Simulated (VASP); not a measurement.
# Ti3BiO3 (P1) in VASP: single point with PBE

Aim: the single point of Ti3BiO3 with PBE.

Program: VASP 6.6.1. These are calculated values, not measurements. Logs are shortened: lines on timing, memory, paths and dates and some standing lists are left out, and cuts for length are marked.

## 1. The cell of the first run

The typed cell holds 7 atoms: a = 2.850 Å, b = 7.218 Å, c = 7.249 Å, α = 119.82°, β = 90.04°, γ = 90.01°.

## 2. Single point, PBE

The input, INCAR:

```
PREC = Accurate
ENCUT = 520
EDIFF = 1E-7
ISMEAR = 0
SIGMA = 0.2
LREAL = F
LASPH = T
NELM = 60
ALGO = Normal
ISIF = 2
LWAVE = F
LCHARG = F
GGA = PE
NBANDS = 44
```

The input, KPOINTS:

```
Automatic mesh
0
Gamma
  8 6 6
```

The input, POSCAR:

```
Ti3BiO3
1.0
   -0.0003260671     -0.0012001109      2.8498144063
    7.2176062706      0.0023348233     -0.0009105239
   -3.6066671223      6.2880415225     -0.0022542763
Ti Bi O
3 1 3
Direct
    0.5001644699      0.5735869239      0.7858739617
    0.4999456427      0.2127603880      0.7862396959
    0.4998968024      0.2134429307      0.4270435714
    0.0000190225      0.0005911570      1.0014227500
    0.0005992979      0.4536215546      0.9070851929
   -0.0002213706      0.0914808765      0.5463775204
   -0.0004038646      0.4545161692      0.5459573078
```

Potentials or basis: VASP PAW PBE potentials, release 64 (Ti_sv, Bi_d, O).

Run with:

```bash
cat potpaw_PBE.64/Ti_sv/POTCAR potpaw_PBE.64/Bi_d/POTCAR potpaw_PBE.64/O/POTCAR > POTCAR
mpirun -np 1 vasp_std > vasp.out
```

OUTCAR:

```text
PREC = Accurate
   ENCUT = 520
   EDIFF = 1E-7
   ISMEAR = 0
   LREAL = F
   LASPH = T
   NELM = 60
   ISIF = 2
   GGA = PE

 ion  position               nearest neighbor table
   1  0.500  0.574  0.786-   7 2.08   5 2.08   7 2.08   5 2.08   2 2.61   3 2.61   4 3.03   4 3.03

   2  0.500  0.213  0.786-   5 2.07   6 2.07   5 2.08   6 2.08   1 2.61   3 2.61   4 3.03   4 3.03

   3  0.500  0.213  0.427-   7 2.07   6 2.08   6 2.08   7 2.08   2 2.61   1 2.61   4 3.03   4 3.03

   4  0.000  0.001  0.001-   1 3.03   2 3.03   2 3.03   1 3.03   3 3.03   3 3.03
   5  0.001  0.454  0.907-   2 2.07   1 2.08   2 2.08   1 2.08
   6  1.000  0.091  0.546-   2 2.07   2 2.08   3 2.08   3 2.08
   7  1.000  0.455  0.546-   3 2.07   1 2.08   1 2.08   3 2.08

  LATTYP: Found a triclinic cell.
 ALAT       =     7.7873855367
 B/A-ratio  =     0.9268331036
 C/A-ratio  =     0.3659526890
 COS(alpha) =     0.0002407063
 COS(beta)  =     0.3653761636
 COS(gamma) =     0.4629690483

  Lattice vectors:

 A1 = (  -3.6069931894,   6.2868414116,   2.8475601300)
 A2 = (  -7.2176062706,  -0.0023348233,   0.0009105239)
 A3 = (  -0.0003260671,  -0.0012001109,   2.8498144063)

Analysis of symmetry for initial positions (statically):
=====================================================================
 Subroutine PRICEL returns:
 Original cell was already a primitive cell.

 Routine SETGRP: Setting up the symmetry group for a
 triclinic supercell.

 Subroutine GETGRP returns: Found  1 space group operations
 (whereof  1 operations were pure point group operations)
 out of a pool of  2 trial point group operations.

The static configuration has the point symmetry C_1 .

Analysis of symmetry for dynamics (positions and initial velocities):
=====================================================================
 Subroutine PRICEL returns:
 Original cell was already a primitive cell.

 Routine SETGRP: Setting up the symmetry group for a
 triclinic supercell.

 Subroutine GETGRP returns: Found  1 space group operations
 (whereof  1 operations were pure point group operations)
 out of a pool of  2 trial point group operations.

The dynamic configuration has the point symmetry C_1 .

 Subroutine INISYM returns: Found  1 space group operations
 (whereof  1 operations are pure point group operations),
 and found     1 'primitive' translations

----------------------------------------------------------------------------------------

                                     Primitive cell

  volume of cell :     129.3617

  direct lattice vectors                    reciprocal lattice vectors
    -0.000326067 -0.001200111  2.849814406     0.000044218  0.000151161  0.350900113
     7.217606271  0.002334823 -0.000910524     0.138524394  0.079454228  0.000049309
    -3.606667122  6.288041523 -0.002254276    -0.000051427  0.159002555  0.000066953

  length of vectors
     2.849814678  7.217606706  7.248966754     0.350900148  0.159693408  0.159002578

  position of ions in fractional coordinates (direct lattice)
     0.500164470  0.573586924  0.785873962
     0.499945643  0.212760388  0.786239696
     0.499896802  0.213442931  0.427043571
     0.000019022  0.000591157  0.001422750
     0.000599298  0.453621555  0.907085193
     0.999778629  0.091480877  0.546377520
     0.999596135  0.454516169  0.545957308

  ion indices of the primitive-cell ions
   primitive index   ion index
                 1           1
                 2           2
                 3           3
                 4           4
                 5           5
                 6           6
                 7           7

----------------------------------------------------------------------------------------

 KPOINTS: Automatic mesh

Automatic generation of k-mesh.
 Grid dimensions read from file:
 generate k-points for:    8    6    6

 Generating k-lattice:

  Cartesian coordinates                     Fractional coordinates (reciprocal lattice)
     0.000005527  0.000018895  0.043862514     0.125000000  0.000000000 -0.000000000
     0.023087399  0.013242371  0.000008218    -0.000000000  0.166666667  0.000000000
    -0.000008571  0.026500426  0.000011159    -0.000000000  0.000000000  0.166666667

  Length of vectors
     0.043862518  0.026615568  0.026500430

  Shift w.r.t. Gamma in fractional coordinates (k-lattice)
     0.000000000  0.000000000  0.000000000

 Subroutine IBZKPT returns following result:
 ===========================================

 Found    148 irreducible k-points:

 Following reciprocal coordinates:
            Coordinates               Weight
  0.000000  0.000000  0.000000      1.000000
  0.125000  0.000000 -0.000000      2.000000
  0.250000  0.000000 -0.000000      2.000000
  0.375000  0.000000  0.000000      2.000000
  0.500000  0.000000 -0.000000      1.000000
  0.000000  0.166667 -0.000000      2.000000
[... 16 lines left out ...]
  0.125000  0.500000 -0.000000      2.000000
  0.250000  0.500000 -0.000000      2.000000
 [... further k-points ...]
   k-points           NKPTS =    148   k-points in BZ     NKDIM =    148   number of bands    NBANDS=     44
   number of dos      NEDOS =    301   number of ions     NIONS =      7
   total plane-waves  NPLWV =  69984
   dimension x,y,z NGX =    24 NGY =   54 NGZ =   54
   dimension x,y,z NGXF=    48 NGYF=  108 NGZF=  108
   ions per type =               3   1   3
   NGX,Y,Z   is equivalent  to a cutoff of  14.00, 12.44, 12.38 a.u.
   NGXF,Y,Z  is equivalent  to a cutoff of  28.00, 24.88, 24.77 a.u.
 SYSTEM =  unknown system
   PREC   = accura    normal or accurate (medium, high low for compatibility)
   ISTART =      0    job   : 0-new  1-cont  2-samecut
   ICHARG =      2    charge: 1-file 2-atom 10-const
   ISPIN  =      1    spin polarized calculation?
   LNONCOLLINEAR =      F non collinear calculations
   LSORBIT =      F    spin-orbit coupling
   LASPH  =      T    aspherical Exc in radial PAW
   ENCUT  =  520.0 eV  38.22 Ry    6.18 a.u.   5.30 13.42 13.48*2*pi/ulx,y,z
   NELM   =     60;   NELMIN=  2; NELMDL= -5     # of ELM steps
   EDIFF  = 0.1E-06   stopping-criterion for ELM
   LREAL  =      F    real-space projection
   EDIFFG = 0.1E-05   stopping-criterion for IOM
   NSW    =      0    number of steps for IOM
   IBRION =     -1    ionic relax: 0-MD 1-quasi-New 2-CG
   NFREE  =      0    steps in history (QN), initial steepest desc. (CG)
   ISIF   =      2    stress and relaxation
   ISYM   =      2    0-nonsym 1-usesym 2-fastsym
   POTIM  = 0.5000    time-step for ionic-motion
   TEBEG  =    0.0;   TEEND  =   0.0 temperature during run
   PSTRESS=    0.0 pullay stress
   NELECT =      69.0000    total number of electrons
   NUPDOWN=      -1.0000    fix difference up-down
   EMIN   =  10.00;   EMAX   =-10.00  energy-range for DOS
   EFERMI =   0.00;   METHOD = LEGACY
   ISMEAR =     0;   SIGMA  =   0.20  broadening in eV -4-tet -1-fermi 0-gaus
   EFERMI_NEDOS =   21; number of points for ismear=-14 and -15
   IALGO  =     38    algorithm
   IMIX   =      4    mixing-type and parameters
     AMIX     =   0.40;   BMIX     =  1.00
     AMIX_MAG =   1.60;   BMIX_MAG =  1.00
  volume/ion in A,a.u.               =      18.48       124.71
  Fermi-wavevector in a.u.,A,eV,Ry     =   1.327667  2.508928 23.983001  1.762701
  Thomas-Fermi vector in A             =   2.456963
   LORBIT       =      0    0 simple, 1 ext, 2 COOP (PROOUT), +10 PAW based schemes
   GGA     = PE    functional components
   LHFCALC =     F    Hartree Fock is set to
   AEXX    =    0.0000 exact exchange contribution
   IVDW    =     0    specifies the selected vdW correction
   LEPSILON=     F    determine dielectric tensor
   LRPA    =     F    only Hartree local field effects (RPA)
 non-spin polarized calculation
 Gauss-broadening in eV      SIGMA  =   0.20
  energy-cutoff  :      520.00
  volume of cell :      129.36
 maximum number of plane-waves:      3512
 NGX is ok and might be reduce to    24
   NGX = 11   NGY = 27   NGZ = 27

 number of electron      69.0000007 magnetization

 Free energy of the ion-electron system (eV)
  ---------------------------------------------------
  ext. energy  EPLUGINS =         0.00000000
  ---------------------------------------------------
  free energy    TOTEN  =       -55.41437071 eV

  energy without entropy =      -55.36188955  energy(sigma->0) =      -55.38813013

 E-fermi :   5.6829     XC(G=0):  -9.3058

 val. band max:        5.6820395682   @ k =   0.2500   0.3333   0.5000
 cond. band min:       5.6843143052   @ k =  -0.2500   0.3333   0.5000
 fundamental gap:      0.0022747370
 Fermi energy:         5.6828869587

 k-point     1 :       0.0000    0.0000    0.0000
  band No.  band energies     occupation
      1     -52.1919      2.00000
      2     -52.0830      2.00000
      3     -52.0818      2.00000
      4     -28.7667      2.00000
      5     -28.7576      2.00000
      6     -28.7564      2.00000
[... 36 lines left out ...]
     43       7.5082      0.00000
     44       7.6850      0.00000

 k-point     2 :       0.1250    0.0000   -0.0000
  band No.  band energies     occupation
      1     -52.1833      2.00000
      2     -52.0751      2.00000
      3     -52.0739      2.00000
      4     -28.7540      2.00000
      5     -28.7403      2.00000
      6     -28.7392      2.00000
[... 36 lines left out ...]
     43       7.6302      0.00000
     44       8.1230      0.00000

 k-point     3 :       0.2500    0.0000   -0.0000
  band No.  band energies     occupation
      1     -52.1623      2.00000
      2     -52.0559      2.00000
      3     -52.0546      2.00000
      4     -28.7238      2.00000
      5     -28.6982      2.00000
      6     -28.6971      2.00000
[... 976 lines left out ...]
     43       7.7431      0.00000
     44       8.0852      0.00000

 k-point    24 :       0.2500    0.5000   -0.0000
  band No.  band energies     occupation
      1     -52.1623      2.00000
      2     -52.0559      2.00000
      3     -52.0547      2.00000
      4     -28.7228      2.00000
      5     -28.6979      2.00000
      6     -28.6968      2.00000
[... 36 lines left out ...]
     43       8.0597      0.00000
     44       8.1414      0.00000

 [... further k-points ...]

------------------------ aborting loop because EDIFF is reached ----------------------------------------

  FORCE on cell =-STRESS in cart. coord.  units (eV):
  Direction    XX          YY          ZZ          XY          YZ          ZX
  --------------------------------------------------------------------------------------
  -------------------------------------------------------------------------------------
  Total        0.2901231      0.1480056      0.3722346     -0.0150760      0.0097612      0.0100293
  in kB        3.5932485      1.8330865      4.6102204     -0.1867204      0.1208953      0.1242148
  external PRESSURE =       3.3455185 kB  Pullay stress =       0.0000000 kB

 VOLUME and BASIS-vectors are now :
 -----------------------------------------------------------------------------
  energy-cutoff  :      520.00
  volume of cell :      129.36
      direct lattice vectors                 reciprocal lattice vectors
    -0.000326067 -0.001200111  2.849814406     0.000044218  0.000151161  0.350900113
     7.217606271  0.002334823 -0.000910524     0.138524394  0.079454228  0.000049309
    -3.606667122  6.288041523 -0.002254276    -0.000051427  0.159002555  0.000066953

 POSITION                                       TOTAL-FORCE (eV/Angst)
 -----------------------------------------------------------------------------------
      1.30538      4.94235      1.42308         0.059550      0.035584     -0.001156
     -1.30025      4.94380      1.42279        -0.075663      0.042938      0.002527
      0.00018      2.68517      1.42346        -0.000261     -0.069964     -0.001708
     -0.00086      0.00895      0.00005         0.001184     -0.002177     -0.000081
      0.00251      5.70485     -0.00075         0.003674      0.027651     -0.002711
     -1.31065      3.43466      2.84787        -0.019179     -0.018373     -0.001546
      1.31111      3.43286      2.84702         0.030696     -0.015659      0.004675
 -----------------------------------------------------------------------------------
    total drift:                                0.000108      0.000007     -0.000017

  FREE ENERGIE OF THE ION-ELECTRON SYSTEM (eV)
  ---------------------------------------------------
  free  energy   TOTEN  =       -55.4143707082 eV

  energy  without entropy=      -55.3618895541  energy(sigma->0) =      -55.38813013
```

Run time: 15 min. Hardware: 1 thread of Intel Xeon Platinum 8488C (Sapphire Rapids), shared host; peak memory 0.77 GiB.

Results:

| Quantity | Value |
| --- | --- |
| Free energy | -55.4144 eV |
| Pressure | 0.3 GPa |
| Largest force | 0.087 eV/Å |
| Band gap on the k mesh | zero (an odd number of electrons rules out a gap without spin polarisation) |

Forces on the atoms (eV/Å):
```
Ti   0.060  0.036 -0.001
Ti  -0.076  0.043  0.003
Ti   0.000 -0.070 -0.002
Bi   0.001 -0.002  0.000
O    0.004  0.028 -0.003
O   -0.019 -0.018 -0.002
O    0.031 -0.016  0.005
```

Caveat: spin-orbit coupling is left out, which moves the levels of the heavy elements; an odd number of electrons without spin polarisation forces a metal; a magnetic or distorted state may lie lower.
